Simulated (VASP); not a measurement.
# MgF2 in VASP: further runs

MgF2 is run at these levels: PBE; tasks: single point.

Program: VASP 6.6.1. These are calculated values, not measurements. Logs are shortened: lines on timing, memory, paths and dates and some standing lists are left out, and cuts for length are marked.

## 1. The cell of the first run

The cell holds a slab with vacuum, 24 atoms: a = 6.185 Å, b = 6.644 Å, c = 21.932 Å, α = 90.00°, β = 90.00°, γ = 90.00°.

## 2. Single point, PBE

Contents of INCAR:

```
SYSTEM = MgF2
PREC = Accurate
ENCUT = 520
EDIFF = 1E-6
ISMEAR = 0
SIGMA = 0.05
LREAL = .FALSE.
LASPH = .TRUE.
NELM = 120
ALGO = Normal
ISIF = 2
LWAVE = .FALSE.
LCHARG = .FALSE.
LDIPOL = .TRUE.
IDIPOL = 3
DIPOL = 0.5 0.5 0.501
GGA = PE
NBANDS = 82
GGA_COMPAT = .FALSE.
NELMDL = -8
```

Contents of KPOINTS:

```
Automatic mesh
0
G
  3 3 1
  0 0 0
```

Contents of POSCAR:

```
MgF2
1.0
    6.1851578341      0.0000000000      0.0000000000
    0.0000000000      6.6437953315      0.0000000000
    0.0000000000      0.0000000000     21.9319886407
F Mg
16 8
Direct
    0.0000000000      0.0000000000      0.3647640044
    0.5000000000      0.0000000000      0.3647640044
    0.2500000000      0.3035692820      0.4242682066
    0.7500000000      0.3035692820      0.4242682066
    0.2500000000      0.6964307180      0.4242682066
    0.7500000000      0.6964307180      0.4242682066
    0.0000000000      0.0000000000      0.4837724088
    0.5000000000      0.0000000000      0.4837724088
    0.0000000000      0.5000000000      0.5159630469
    0.5000000000      0.5000000000      0.5159630469
    0.2500000000      0.8128103544      0.5821688092
    0.7500000000      0.8128103544      0.5821688092
    0.2500000000      0.1871896456      0.5821688092
    0.7500000000      0.1871896456      0.5821688092
    0.0000000000      0.5000000000      0.6345962416
    0.5000000000      0.5000000000      0.6345962416
    0.0000000000      0.5000000000      0.4242682066
    0.5000000000      0.5000000000      0.4242682066
    0.2500000000      0.0000000000      0.4242682066
    0.7500000000      0.0000000000      0.4242682066
    0.0000000000      0.0000000000      0.5720367516
    0.5000000000      0.0000000000      0.5720367516
    0.2500000000      0.5000000000      0.5832092324
    0.7500000000      0.5000000000      0.5832092324
```

Potentials or basis: VASP PAW PBE potentials, release 64 (F, Mg).

Launch:

```bash
> cat potpaw_PBE.64/F/POTCAR potpaw_PBE.64/Mg/POTCAR > POTCAR
> mpirun -np 1 vasp_std > vasp.out
```

OUTCAR:

```text
SYSTEM = MgF2
   PREC = Accurate
   ENCUT = 520
   EDIFF = 1E-6
   ISMEAR = 0
   LREAL = .FALSE.
   LASPH = .TRUE.
   NELM = 120
   ISIF = 2
   GGA = PE
   NELMDL = -8

 ion  position               nearest neighbor table
   1  0.000  0.000  0.365-  19 2.02  20 2.02
   2  0.500  0.000  0.365-  19 2.02  20 2.02
   3  0.250  0.304  0.424-  19 2.02  18 2.02  17 2.02
   4  0.750  0.304  0.424-  20 2.02  18 2.02  17 2.02
   5  0.250  0.696  0.424-  19 2.02  18 2.02  17 2.02
   6  0.750  0.696  0.424-  20 2.02  18 2.02  17 2.02
   7  0.000  0.000  0.484-  21 1.94  20 2.02  19 2.02
   8  0.500  0.000  0.484-  22 1.94  20 2.02  19 2.02
   9  0.000  0.500  0.516-  17 2.01  23 2.14  24 2.14
  10  0.500  0.500  0.516-  18 2.01  23 2.14  24 2.14
  11  0.250  0.813  0.582-  21 2.00  22 2.00  23 2.08
  12  0.750  0.813  0.582-  21 2.00  22 2.00  24 2.08
  13  0.250  0.187  0.582-  21 2.00  22 2.00  23 2.08
  14  0.750  0.187  0.582-  21 2.00  22 2.00  24 2.08
  15  0.000  0.500  0.635-  23 1.91  24 1.91
  16  0.500  0.500  0.635-  23 1.91  24 1.91
  17  0.000  0.500  0.424-   9 2.01   4 2.02   5 2.02   6 2.02   3 2.02  18 3.09  18 3.09
  18  0.500  0.500  0.424-  10 2.01   4 2.02   5 2.02   6 2.02   3 2.02  17 3.09  17 3.09
  19  0.250  0.000  0.424-   3 2.02   5 2.02   1 2.02   2 2.02   7 2.02   8 2.02  20 3.09  20 3.09
                            22 3.59  21 3.59
  20  0.750  0.000  0.424-   4 2.02   6 2.02   1 2.02   2 2.02   7 2.02   8 2.02  19 3.09  19 3.09
                            22 3.59  21 3.59
  21  0.000  0.000  0.572-   7 1.94  11 2.00  12 2.00  13 2.00  14 2.00  22 3.09  22 3.09  19 3.59
                            20 3.59
  22  0.500  0.000  0.572-   8 1.94  11 2.00  12 2.00  13 2.00  14 2.00  21 3.09  21 3.09  19 3.59
                            20 3.59
  23  0.250  0.500  0.583-  15 1.91  16 1.91  11 2.08  13 2.08   9 2.14  10 2.14  24 3.09  24 3.09
[... 10 lines left out ...]
 A1 = (   6.1851578341,   0.0000000000,   0.0000000000)
 A2 = (   0.0000000000,   6.6437953315,   0.0000000000)
 A3 = (   0.0000000000,   0.0000000000,  21.9319886407)

Analysis of symmetry for initial positions (statically):
=====================================================================
 Subroutine PRICEL returns following result:

  LATTYP: Found a simple orthorhombic cell.
 ALAT       =     3.0925789171
 B/A-ratio  =     2.1483026011
 C/A-ratio  =     7.0918121183

  Lattice vectors:

 A1 = (   3.0925789171,   0.0000000000,   0.0000000000)
 A2 = (   0.0000000000,   6.6437953315,   0.0000000000)
 A3 = (   0.0000000000,   0.0000000000,  21.9319886407)

   2 primitive cells build up your supercell.

 Routine SETGRP: Setting up the symmetry group for a
 simple orthorhombic supercell.

 Subroutine GETGRP returns: Found  4 space group operations
 (whereof  4 operations were pure point group operations)
 out of a pool of  8 trial point group operations.

The static configuration has the point symmetry C_2v.

Analysis of symmetry for dynamics (positions and initial velocities):
=====================================================================
 Subroutine PRICEL returns following result:

  LATTYP: Found a simple orthorhombic cell.
 ALAT       =     3.0925789171
 B/A-ratio  =     2.1483026011
 C/A-ratio  =     7.0918121183

  Lattice vectors:

 A1 = (   3.0925789171,   0.0000000000,   0.0000000000)
 A2 = (   0.0000000000,   6.6437953315,   0.0000000000)
 A3 = (   0.0000000000,   0.0000000000,  21.9319886407)

   2 primitive cells build up your supercell.

 Routine SETGRP: Setting up the symmetry group for a
 simple orthorhombic supercell.

 Subroutine GETGRP returns: Found  4 space group operations
 (whereof  4 operations were pure point group operations)
 out of a pool of  8 trial point group operations.

The dynamic configuration has the point symmetry C_2v.

 Subroutine INISYM returns: Found  4 space group operations
 (whereof  4 operations are pure point group operations),
 and found     2 'primitive' translations

----------------------------------------------------------------------------------------

                                     Primitive cell

[... 38 lines left out ...]

----------------------------------------------------------------------------------------

 KPOINTS: Automatic mesh

Automatic generation of k-mesh.
 Grid dimensions read from file:
 generate k-points for:    3    3    1

 Generating k-lattice:

  Cartesian coordinates                     Fractional coordinates (reciprocal lattice)
     0.053892454  0.000000000  0.000000000     0.333333333  0.000000000  0.000000000
     0.000000000  0.050172126  0.000000000     0.000000000  0.333333333  0.000000000
     0.000000000  0.000000000  0.045595501     0.000000000  0.000000000  1.000000000

  Length of vectors
     0.053892454  0.050172126  0.045595501

  Shift w.r.t. Gamma in fractional coordinates (k-lattice)
     0.000000000  0.000000000  0.000000000

 Subroutine IBZKPT returns following result:
 ===========================================

 Found      4 irreducible k-points:

 Following reciprocal coordinates:
            Coordinates               Weight
  0.000000  0.000000  0.000000      1.000000
  0.333333  0.000000  0.000000      2.000000
  0.000000  0.333333  0.000000      2.000000
  0.333333  0.333333  0.000000      4.000000
   k-points           NKPTS =      4   k-points in BZ     NKDIM =      4   number of bands    NBANDS=     82
   number of dos      NEDOS =    301   number of ions     NIONS =     24
   total plane-waves  NPLWV = 403200
   dimension x,y,z NGX =    48 NGY =   50 NGZ =  168
   dimension x,y,z NGXF=    96 NGYF=  100 NGZF=  336
   ions per type =              16   8
   NGX,Y,Z   is equivalent  to a cutoff of  12.90, 12.51, 12.73 a.u.
   NGXF,Y,Z  is equivalent  to a cutoff of  25.80, 25.02, 25.47 a.u.
 SYSTEM =  MgF2
   PREC   = accura    normal or accurate (medium, high low for compatibility)
   ISTART =      0    job   : 0-new  1-cont  2-samecut
   ICHARG =      2    charge: 1-file 2-atom 10-const
   ISPIN  =      1    spin polarized calculation?
   LNONCOLLINEAR =      F non collinear calculations
   LSORBIT =      F    spin-orbit coupling
   LASPH  =      T    aspherical Exc in radial PAW
   ENCUT  =  520.0 eV  38.22 Ry    6.18 a.u.  11.50 12.35 40.78*2*pi/ulx,y,z
   NELM   =    120;   NELMIN=  2; NELMDL= -8     # of ELM steps
   EDIFF  = 0.1E-05   stopping-criterion for ELM
   LREAL  =      F    real-space projection
   EDIFFG = 0.1E-04   stopping-criterion for IOM
   NSW    =      0    number of steps for IOM
   IBRION =     -1    ionic relax: 0-MD 1-quasi-New 2-CG
   NFREE  =      0    steps in history (QN), initial steepest desc. (CG)
   ISIF   =      2    stress and relaxation
   ISYM   =      2    0-nonsym 1-usesym 2-fastsym
   POTIM  = 0.5000    time-step for ionic-motion
   TEBEG  =    0.0;   TEEND  =   0.0 temperature during run
   PSTRESS=    0.0 pullay stress
   NELECT =     128.0000    total number of electrons
   NUPDOWN=      -1.0000    fix difference up-down
   EMIN   =  10.00;   EMAX   =-10.00  energy-range for DOS
   EFERMI =   0.00;   METHOD = LEGACY
   ISMEAR =     0;   SIGMA  =   0.05  broadening in eV -4-tet -1-fermi 0-gaus
   EFERMI_NEDOS =   21; number of points for ismear=-14 and -15
   IALGO  =     38    algorithm
   IMIX   =      4    mixing-type and parameters
     AMIX     =   0.40;   BMIX     =  1.00
     AMIX_MAG =   1.60;   BMIX_MAG =  1.00
  volume/ion in A,a.u.               =      37.55       253.41
  Fermi-wavevector in a.u.,A,eV,Ry     =   0.854141  1.614093  9.926234  0.729558
  Thomas-Fermi vector in A             =   1.970692
   LORBIT       =      0    0 simple, 1 ext, 2 COOP (PROOUT), +10 PAW based schemes
   GGA     = PE    functional components
   LHFCALC =     F    Hartree Fock is set to
   AEXX    =    0.0000 exact exchange contribution
   IVDW    =     0    specifies the selected vdW correction
   LEPSILON=     F    determine dielectric tensor
   LRPA    =     F    only Hartree local field effects (RPA)
 non-spin polarized calculation
 Gauss-broadening in eV      SIGMA  =   0.05
  energy-cutoff  :      520.00
  volume of cell :      901.25
 maximum number of plane-waves:     24323
 NGX is ok and might be reduce to    48
   NGX = 23   NGY = 25   NGZ = 81

 dipolmoment           0.000000      0.000000     -0.000001 electrons x Angstroem

 number of electron     128.0000066 magnetization

 dipolmoment           0.000000      0.000000      0.016231 electrons x Angstroem

 Free energy of the ion-electron system (eV)
  ---------------------------------------------------
  ext. energy  EPLUGINS =         0.00000000
  ---------------------------------------------------
  free energy    TOTEN  =      -122.54081052 eV

  energy without entropy =     -122.54081052  energy(sigma->0) =     -122.54081052

 E-fermi :  -5.4360     XC(G=0):  -3.4062

 val. band max:       -5.7632182690   @ k =   0.0000   0.0000   0.0000
 cond. band min:      -0.8215153566   @ k =   0.0000   0.0000   0.0000
 fundamental gap:      4.9417029124
 Fermi energy:        -5.4360112568

 k-point     1 :       0.0000    0.0000    0.0000
  band No.  band energies     occupation
      1     -27.7342      2.00000
      2     -27.5347      2.00000
      3     -27.4422      2.00000
      4     -27.3433      2.00000
      5     -27.3351      2.00000
      6     -27.3220      2.00000
[... 305 lines left out ...]
     75       3.8269      0.00000
     76       3.9152      0.00000
 [bands above 76 left out]

------------------------ aborting loop because EDIFF is reached ----------------------------------------

 vacuum level on the upper side and lower side of the slab       (xc-potential included)        -0.100        -0.166

  FORCE on cell =-STRESS in cart. coord.  units (eV):
  Direction    XX          YY          ZZ          XY          YZ          ZX
  --------------------------------------------------------------------------------------
  -------------------------------------------------------------------------------------
  Total       -6.7374325     -2.6888334     -2.9637075      0.0000000      0.0000000      0.0000000
  in kB      -11.9773287     -4.7800169     -5.2686685      0.0000000      0.0000000      0.0000000
  external PRESSURE =      -7.3420047 kB  Pullay stress =       0.0000000 kB

 VOLUME and BASIS-vectors are now :
 -----------------------------------------------------------------------------
  energy-cutoff  :      520.00
  volume of cell :      901.25
      direct lattice vectors                 reciprocal lattice vectors
     6.185157834  0.000000000  0.000000000     0.161677362  0.000000000  0.000000000
     0.000000000  6.643795331  0.000000000     0.000000000  0.150516377  0.000000000
     0.000000000  0.000000000 21.931988641     0.000000000  0.000000000  0.045595501

 POSITION                                       TOTAL-FORCE (eV/Angst)
 -----------------------------------------------------------------------------------
      0.00000      0.00000      8.00000        -0.000000      0.000000      0.951124
      3.09258      0.00000      8.00000        -0.000000      0.000000      0.951124
      1.54629      2.01685      9.30505         0.000000      0.712612     -0.434467
      4.63887      2.01685      9.30505         0.000000      0.712612     -0.434467
      1.54629      4.62694      9.30505         0.000000     -0.712612     -0.434467
      4.63887      4.62694      9.30505        -0.000000     -0.712612     -0.434467
[... 16 lines left out ...]
      1.54629      3.32190     12.79094        -0.000000      0.000000     -0.014402
      4.63887      3.32190     12.79094        -0.000000      0.000000     -0.014402
 -----------------------------------------------------------------------------------
    total drift:                                0.000000      0.000000     -0.001893

  FREE ENERGIE OF THE ION-ELECTRON SYSTEM (eV)
  ---------------------------------------------------
  free  energy   TOTEN  =      -122.5408105184 eV

  energy  without entropy=     -122.5408105184  energy(sigma->0) =     -122.54081052

 vacuum level on the upper side and lower side of the slab         2.395         2.326
```

Run time: 7.8 min. Hardware: 1 thread of Intel Xeon 6975P-C (Granite Rapids), shared host; peak memory 0.85 GiB.

What came out:

```
Free energy            : -122.5408 eV
Largest force          : 1.643 eV/Å
Band gap on the k mesh : 4.94 eV
```

Forces on the atoms (eV/Å):
```
F    0.000  0.000  0.951
F    0.000  0.000  0.951
F    0.000  0.713 -0.434
F    0.000  0.713 -0.434
F    0.000 -0.713 -0.434
F    0.000 -0.713 -0.434
F    0.000  0.000  0.287
F    0.000  0.000  0.287
F    0.000  0.000  0.044
F    0.000  0.000  0.044
F    0.000  0.020 -0.021
F    0.000  0.020 -0.021
F    0.000 -0.020 -0.021
F    0.000 -0.020 -0.021
F    0.000  0.000 -0.031
F    0.000  0.000 -0.031
Mg   0.000  0.000  1.328
Mg   0.000  0.000  1.328
Mg   0.000  0.000 -1.643
Mg   0.000  0.000 -1.643
Mg   0.000  0.000 -0.011
Mg   0.000  0.000 -0.011
Mg   0.000  0.000 -0.014
Mg   0.000  0.000 -0.014
```

## 3. Single point, PBE

This run uses another cell than the first one.

Contents of INCAR:

```
ALGO = Normal
DIPOL = 0.5 0.5 0.431
EDIFF = 1E-6
ENCUT = 520
GGA = PE
GGA_COMPAT = False
IDIPOL = 3
ISIF = 2
ISMEAR = 0
LASPH = True
LCHARG = True
LDIPOL = True
LELF = True
LREAL = False
LVACPOTAV = True
LVHAR = True
LWAVE = False
NBANDS = 82
NELM = 120
NELMDL = -8
PREC = Accurate
SIGMA = 0.05
```

Contents of KPOINTS:

```
k-points
0
Gamma
  3 3 1
```

Contents of POSCAR:

```
MgF2
1.0
    6.1851578341      0.0000000000      0.0000000000
    0.0000000000      6.6437953315      0.0000000000
    0.0000000000      0.0000000000     25.4980886407
F Mg
16 8
Direct
    0.0000000000      0.0000000000      0.3137490074
    0.5000000000      0.0000000000      0.3137490074
    0.2500000000      0.3035692820      0.3649310981
    0.7500000000      0.3035692820      0.3649310981
    0.2500000000      0.6964307180      0.3649310981
    0.7500000000      0.6964307180      0.3649310981
    0.0000000000      0.0000000000      0.4161131889
    0.5000000000      0.0000000000      0.4161131889
    0.0006748187      0.5096177266      0.4445775060
    0.4992070207      0.5129603980      0.4433777465
    0.2509567394      0.8150324594      0.5028171776
    0.7488985304      0.8136382480      0.5010488910
    0.2596948271      0.1961699493      0.4944367914
    0.7415396904      0.1973482250      0.4935217796
   -0.0007513313      0.4767118095      0.5466275072
    0.4995716569      0.4984548600      0.5456489155
    0.0000000000      0.5000000000      0.3649310981
    0.5000000000      0.5000000000      0.3649310981
    0.2500000000      0.0000000000      0.3649310981
    0.7500000000      0.0000000000      0.3649310981
   -0.0006824908      0.0091120533      0.4956676464
    0.5009447693      0.0016115136      0.4905618067
    0.2523469564      0.5037198856      0.4992728153
    0.7466502229      0.5042412705      0.4990896884
```

Potentials or basis: VASP PAW PBE potentials, release 64 (F, Mg).

Launch:

```bash
> cat potpaw_PBE.64/F/POTCAR potpaw_PBE.64/Mg/POTCAR > POTCAR
> mpirun -np 1 vasp_std > vasp.out
```

Run time: 12 min. Hardware: 1 thread of Intel Xeon 6975P-C (Granite Rapids), shared host; peak memory 0.99 GiB.

Results (log left out):

```
Free energy                            : -122.3558 eV
Largest force                          : 1.558 eV/Å
Band gap on the k mesh                 : 4.88 eV
Ionisation potential of the upper face : 8.17 eV
```

Forces on the atoms (eV/Å):
```
F   -0.001  0.009  0.919
F    0.001  0.009  0.948
F    0.006  0.770 -0.387
F   -0.007  0.776 -0.382
F   -0.008 -0.739 -0.465
F    0.007 -0.746 -0.458
F    0.014 -0.029  0.664
F   -0.013 -0.118 -0.088
F   -0.011  0.004 -0.184
F    0.007 -0.005 -0.047
F   -0.183  0.315  0.049
F    0.192  0.364  0.154
F   -0.326 -0.351  0.244
F    0.291 -0.409  0.307
F   -0.009  0.160 -0.602
F    0.030  0.029 -0.254
Mg   0.006  0.057  1.317
Mg  -0.007  0.058  1.192
Mg  -0.080 -0.017 -1.556
Mg   0.081 -0.018 -1.556
Mg   0.094  0.076 -0.875
Mg  -0.091 -0.014  0.029
Mg  -0.287 -0.073  0.521
Mg   0.294 -0.106  0.511
```

Levels at points of the mesh, in eV from the valence-band top:
```csv
k point,band 62,band 63,band 64,band 65,band 66,band 67
"(0.00, 0.00, 0.00)",-0.22,-0.10,0.00,4.88,5.56,7.60
```
